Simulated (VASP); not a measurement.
# ZnCd2Te2 in VASP: a series of runs, part 2 of 2

VASP 6.6.1. Earlier steps stand in the parts before.

**3. Relaxation of the atoms, LDA**

The input, INCAR:

```
SYSTEM = ZnCd2Te2
PREC = Accurate
ENCUT = 520
EDIFF = 1E-7
ISMEAR = 0
SIGMA = 0.05
LREAL = .FALSE.
LASPH = .TRUE.
NELM = 80
ALGO = Normal
ISIF = 2
LWAVE = .FALSE.
LCHARG = .FALSE.
LDIPOL = .TRUE.
IDIPOL = 3
DIPOL = 0.5 0.5 0.364
IBRION = 2
NSW = 36
EDIFFG = -0.025
```

The input, KPOINTS:

```
regular mesh
0
G
  6 6 1
  0 0 0
```

The input, POSCAR:

```
ZnCd2Te2
1.0
    4.5325544674      0.0000000000      0.0000000000
   -2.2662772337      3.9253073128      0.0000000000
    0.0000000000      0.0000000000     19.8672286441
Te Cd Zn
2 2 1
Selective dynamics
Direct
    0.0000000000      0.0000000000      0.2013365866  F F F
    0.3333333333      0.6666666667      0.3964595968  F F F
    0.3333333333      0.6666666667      0.2479059306  F F F
    0.6666666667      0.3333333333      0.4211573136  F F F
    0.6666666667      0.3333333333      0.5550461437  F F T
```

Potentials or basis: VASP PAW LDA potentials, release 64 (Te, Cd, Zn).

Launch:

```
cat potpaw_LDA.64/Te/POTCAR potpaw_LDA.64/Cd/POTCAR potpaw_LDA.64/Zn/POTCAR > POTCAR
mpirun -np 1 vasp_std > vasp.out
```

OUTCAR:

```text
SYSTEM = ZnCd2Te2
   PREC = Accurate
   ENCUT = 520
   EDIFF = 1E-7
   ISMEAR = 0
   LREAL = .FALSE.
   LASPH = .TRUE.
   NELM = 80
   ISIF = 2
   IBRION = 2
   NSW = 36
   EDIFFG = -0.025

 ion  position               nearest neighbor table
   1  0.000  0.000  0.201-   3 2.78   3 2.78   3 2.78
   2  0.333  0.667  0.396-   4 2.66   4 2.66   4 2.66   3 2.95
   3  0.333  0.667  0.248-   1 2.78   1 2.78   1 2.78   2 2.95
   4  0.667  0.333  0.421-   5 2.66   2 2.66   2 2.66   2 2.66
   5  0.667  0.333  0.555-   4 2.66

  LATTYP: Found a hexagonal cell.
 ALAT       =     4.5325544674
 C/A-ratio  =     4.3832299837

  Lattice vectors:

 A1 = (   4.5325544674,   0.0000000000,   0.0000000000)
 A2 = (  -2.2662772337,   3.9253073128,   0.0000000000)
 A3 = (   0.0000000000,   0.0000000000,  19.8672286441)

Analysis of symmetry for initial positions (statically):
=====================================================================
 Subroutine PRICEL returns:
 Original cell was already a primitive cell.

 Routine SETGRP: Setting up the symmetry group for a
 hexagonal supercell.

 Subroutine GETGRP returns: Found  6 space group operations
 (whereof  6 operations were pure point group operations)
 out of a pool of 24 trial point group operations.

The static configuration has the point symmetry C_3v.

Analysis of symmetry for dynamics (positions and initial velocities):
=====================================================================
 Subroutine PRICEL returns:
 Original cell was already a primitive cell.

 Routine SETGRP: Setting up the symmetry group for a
 hexagonal supercell.

 Subroutine GETGRP returns: Found  6 space group operations
 (whereof  6 operations were pure point group operations)
 out of a pool of 24 trial point group operations.

The dynamic configuration has the point symmetry C_3v.

Analysis of constrained symmetry for selective dynamics:
=====================================================================
 Subroutine PRICEL returns:
 Original cell was already a primitive cell.

 Routine SETGRP: Setting up the symmetry group for a
 hexagonal supercell.

 Subroutine GETGRP returns: Found  6 space group operations
 (whereof  6 operations were pure point group operations)
 out of a pool of 24 trial point group operations.

The constrained configuration has the point symmetry C_3v.

 Subroutine INISYM returns: Found  6 space group operations
 (whereof  6 operations are pure point group operations),
 and found     1 'primitive' translations

----------------------------------------------------------------------------------------

                                     Primitive cell

  volume of cell :     353.4712

  direct lattice vectors                    reciprocal lattice vectors
     4.532554467  0.000000000  0.000000000     0.220626141  0.127378562  0.000000000
    -2.266277234  3.925307313  0.000000000     0.000000000  0.254757124  0.000000000
     0.000000000  0.000000000 19.867228644     0.000000000  0.000000000  0.050334147

[... 54 lines left out ...]
   number of dos      NEDOS =    301   number of ions     NIONS =      5
   total plane-waves  NPLWV = 194400
   dimension x,y,z NGX =    36 NGY =   36 NGZ =  150
   dimension x,y,z NGXF=    72 NGYF=   72 NGZF=  300
   ions per type =               2   2   1
   NGX,Y,Z   is equivalent  to a cutoff of  13.20, 13.20, 12.55 a.u.
   NGXF,Y,Z  is equivalent  to a cutoff of  26.41, 26.41, 25.10 a.u.
 SYSTEM =  ZnCd2Te2
   PREC   = accura    normal or accurate (medium, high low for compatibility)
   ISTART =      0    job   : 0-new  1-cont  2-samecut
   ICHARG =      2    charge: 1-file 2-atom 10-const
   ISPIN  =      1    spin polarized calculation?
   LNONCOLLINEAR =      F non collinear calculations
   LSORBIT =      F    spin-orbit coupling
   LASPH  =      T    aspherical Exc in radial PAW
   ENCUT  =  520.0 eV  38.22 Ry    6.18 a.u.   8.43  8.43 36.94*2*pi/ulx,y,z
   NELM   =     80;   NELMIN=  2; NELMDL= -5     # of ELM steps
   EDIFF  = 0.1E-06   stopping-criterion for ELM
   LREAL  =      F    real-space projection
   EDIFFG = -.3E-01   stopping-criterion for IOM
   NSW    =     36    number of steps for IOM
   IBRION =      2    ionic relax: 0-MD 1-quasi-New 2-CG
   NFREE  =      1    steps in history (QN), initial steepest desc. (CG)
   ISIF   =      2    stress and relaxation
   ISYM   =      2    0-nonsym 1-usesym 2-fastsym
   POTIM  = 0.5000    time-step for ionic-motion
   TEBEG  =    0.0;   TEEND  =   0.0 temperature during run
   PSTRESS=    0.0 pullay stress
   NELECT =      48.0000    total number of electrons
   NUPDOWN=      -1.0000    fix difference up-down
   EMIN   =  10.00;   EMAX   =-10.00  energy-range for DOS
   EFERMI =   0.00;   METHOD = LEGACY
   ISMEAR =     0;   SIGMA  =   0.05  broadening in eV -4-tet -1-fermi 0-gaus
   EFERMI_NEDOS =   21; number of points for ismear=-14 and -15
   IALGO  =     38    algorithm
   IMIX   =      4    mixing-type and parameters
     AMIX     =   0.40;   BMIX     =  1.00
     AMIX_MAG =   1.60;   BMIX_MAG =  1.00
  volume/ion in A,a.u.               =      70.69       477.07
  Fermi-wavevector in a.u.,A,eV,Ry     =   0.841467  1.590143  9.633840  0.708067
  Thomas-Fermi vector in A             =   1.956017
   LORBIT       =      0    0 simple, 1 ext, 2 COOP (PROOUT), +10 PAW based schemes
   GGA     = CA    functional components
   LHFCALC =     F    Hartree Fock is set to
   AEXX    =    0.0000 exact exchange contribution
   IVDW    =     0    specifies the selected vdW correction
   LEPSILON=     F    determine dielectric tensor
   LRPA    =     F    only Hartree local field effects (RPA)
 conjugate gradient relaxation of ions
 non-spin polarized calculation
 Gauss-broadening in eV      SIGMA  =   0.05
  energy-cutoff  :      520.00
  volume of cell :      353.47
 maximum number of plane-waves:      9583
 NGX is ok and might be reduce to    36
   NGX = 17   NGY = 17   NGZ = 73

--------------------------------------- Ionic step        1  -------------------------------------------

 number of electron      47.9999990 magnetization

 Free energy of the ion-electron system (eV)
  ---------------------------------------------------
  ext. energy  EPLUGINS =         0.00000000
  ---------------------------------------------------
  free energy    TOTEN  =       -11.44995841 eV

  energy without entropy =      -11.44839122  energy(sigma->0) =      -11.44917481

------------------------ aborting loop because EDIFF is reached ----------------------------------------

  FORCE on cell =-STRESS in cart. coord.  units (eV):
  Direction    XX          YY          ZZ          XY          YZ          ZX
  --------------------------------------------------------------------------------------
  -------------------------------------------------------------------------------------
  Total        0.7758827      0.7758827     -0.0087446      0.0000000     -0.0000000      0.0000000
  in kB        3.5168404      3.5168404     -0.0396366      0.0000000     -0.0000000      0.0000000
  external PRESSURE =       2.3313481 kB  Pullay stress =       0.0000000 kB
[... 104 lines left out ...]
--------------------------------------- Ionic step        4  -------------------------------------------

 number of electron      47.9999996 magnetization

 dipolmoment           0.000000      0.000000     -0.258139 electrons x Angstroem

 Free energy of the ion-electron system (eV)
  ---------------------------------------------------
  ext. energy  EPLUGINS =         0.00000000
  ---------------------------------------------------
  free energy    TOTEN  =       -11.45120277 eV

  energy without entropy =      -11.44963558  energy(sigma->0) =      -11.45041917

 E-fermi :  -1.2532     XC(G=0):  -4.8217

 val. band max:       -1.2532493120   @ k =   0.0000   0.0000   0.0000
 cond. band min:      -1.2532492806   @ k =   0.0000   0.0000   0.0000
 fundamental gap:      0.0000000314
 Fermi energy:        -1.2532492963

 k-point     1 :       0.0000    0.0000    0.0000
  band No.  band energies     occupation
      1     -14.0876      2.00000
      2     -11.8858      2.00000
      3     -11.3601      2.00000
      4     -11.3601      2.00000
      5     -10.9827      2.00000
      6     -10.9827      2.00000
[... 206 lines left out ...]
     27      -0.1025      0.00000
     28       2.0776      0.00000

------------------------ aborting loop because EDIFF is reached ----------------------------------------

 vacuum level on the upper side and lower side of the slab       (xc-potential included)        -1.457         1.190

  FORCE on cell =-STRESS in cart. coord.  units (eV):
  Direction    XX          YY          ZZ          XY          YZ          ZX
  --------------------------------------------------------------------------------------
  -------------------------------------------------------------------------------------
  Total        0.7586473      0.7586473     -0.2369110      0.0000000      0.0000000      0.0000000
  in kB        3.4387175      3.4387175     -1.0738457      0.0000000      0.0000000      0.0000000
  external PRESSURE =       1.9345298 kB  Pullay stress =       0.0000000 kB
[... 20 lines left out ...]
  FREE ENERGIE OF THE ION-ELECTRON SYSTEM (eV)
  ---------------------------------------------------
  free  energy   TOTEN  =       -11.4512027701 eV

  energy  without entropy=      -11.4496355768  energy(sigma->0) =      -11.45041917

 reached required accuracy - stopping structural energy minimisation

 vacuum level on the upper side and lower side of the slab         1.767         4.467
```

Wall time 3.1 min (1 thread of AMD EPYC 7R13 (Zen 3), shared host); peak memory 0.37 GiB.

What came out:

```
Free energy               : -11.4512 eV
Energy gained by relaxing : 0.2 meV/atom
Ionic steps               : 4
Band gap on the k mesh    : zero (filled and empty bands touch)
```

The path:
| step | energy change (eV) | largest force on free atoms (eV/Å) | pressure (GPa) |
| --- | --- | --- | --- |
| 1 | 0.0000 | 0.0766 | 0.23 |
| 2 | -0.0003 | 0.0679 | 0.23 |
| 3 | -0.0009 | 0.0420 | 0.22 |
| 4 | -0.0012 | 0.0070 | 0.19 |

Final structure:
```xyz
5
Lattice="4.5326 0.0000 0.0000 -2.2663 3.9253 0.0000 0.0000 0.0000 19.8672" Properties=species:S:1:pos:R:3 pbc="T T T"
Te    0.0000    0.0000    4.0000
Te    0.0000    2.6169    7.8766
Cd    0.0000    2.6169    4.9252
Cd    2.2663    1.3084    8.3672
Zn    2.2663    1.3084   11.0642
```

Levels at points of the mesh, in eV from the Fermi level:
```csv
k point,band 20,band 21,band 22,band 23,band 24,band 25,band 26,band 27,band 28
"(0.00, 0.00, 0.00)",-1.89,-1.89,-1.40,-0.27,0.00,0.00,1.29,1.91,3.11
"(0.50, 0.00, 0.00)",-3.27,-3.20,-2.48,-1.06,-0.86,0.31,0.63,1.55,2.69
```

Caveat: spin-orbit coupling is left out, which moves the levels of the heavy elements.

**4. Relaxation of the atoms, LDA**

The input, INCAR:

```
ALGO = Normal ; DIPOL = 0.5 0.5 0.364
EDIFF = 1E-7 ; EDIFFG = -0.025
ENCUT = 450 ; GGA_COMPAT = False
IBRION = 2 ; IDIPOL = 3
ISIF = 2 ; ISMEAR = 0
LASPH = True ; LCHARG = False
LDIPOL = True ; LREAL = False
LWAVE = False ; NELM = 120
NELMDL = -8 ; NELMIN = 4
NSW = 36 ; PREC = Accurate
SIGMA = 0.05
```

The input, KPOINTS:

```
k-points
0
Gamma
  6 6 1
```

POSCAR is that of step 3.

Launch:

```
cat potpaw_LDA.64/Te/POTCAR potpaw_LDA.64/Cd/POTCAR potpaw_LDA.64/Zn/POTCAR > POTCAR
mpirun -np 1 vasp_std > vasp.out
```

Run time: 2.3 min. Hardware: 1 thread of AMD EPYC 7R13 (Zen 3), shared host; peak memory 0.3 GiB.

The run converged. Its results:

```
Free energy               : -11.4498 eV
Energy gained by relaxing : 0.3 meV/atom
Ionic steps               : 4
Band gap on the k mesh    : zero (filled and empty bands touch)
```

The path:
```tsv
step	energy change (eV)	largest force on free atoms (eV/Å)	pressure (GPa)
1	0.0000	0.0751	0.19
2	-0.0003	0.0668	0.18
3	-0.0009	0.0427	0.17
4	-0.0013	0.0052	0.15
```

Final structure:
```
Te Cd Zn
1.0
     4.53255    0.00000    0.00000
    -2.26628    3.92531    0.00000
     0.00000    0.00000   19.86723
Te Cd Zn
2 2 1
Direct
  0.00000 0.00000 0.20134
  0.33333 0.66667 0.39646
  0.33333 0.66667 0.24791
  0.66667 0.33333 0.42116
  0.66667 0.33333 0.55687
```

Levels at points of the mesh, in eV from the Fermi level:
```
           k point  band 21  band 22  band 23  band 24  band 25  band 26  band 27  band 28
(0.00, 0.00, 0.00)    -1.89    -1.40    -0.27     0.00     0.00     1.29     1.91     3.11
(0.50, 0.00, 0.00)    -3.20    -2.48    -1.06    -0.86     0.31     0.63     1.55     2.69
```

Caveat: spin-orbit coupling is left out, which moves the levels of the heavy elements.

**5. The runs side by side**

| cell | cutoff (eV) | gap on the mesh (eV) |
| --- | --- | --- |
| atoms relaxed, atomic positions A | 520 | none |
| atoms relaxed, atomic positions B | 520 | none |
| atoms relaxed, atomic positions B | 450 | none |

Alike in all rows: task relaxation of the atoms; level LDA; potentials or basis VASP PAW LDA potentials, release 64 (Te, Cd, Zn); no spin polarisation; k mesh 6 × 6 × 1; smearing gaussian 0.05 eV.

Caveats: spin-orbit coupling is left out, which moves the levels of the heavy elements.

Total energies depend on the potentials used, so only differences within one code and one set of settings carry meaning.
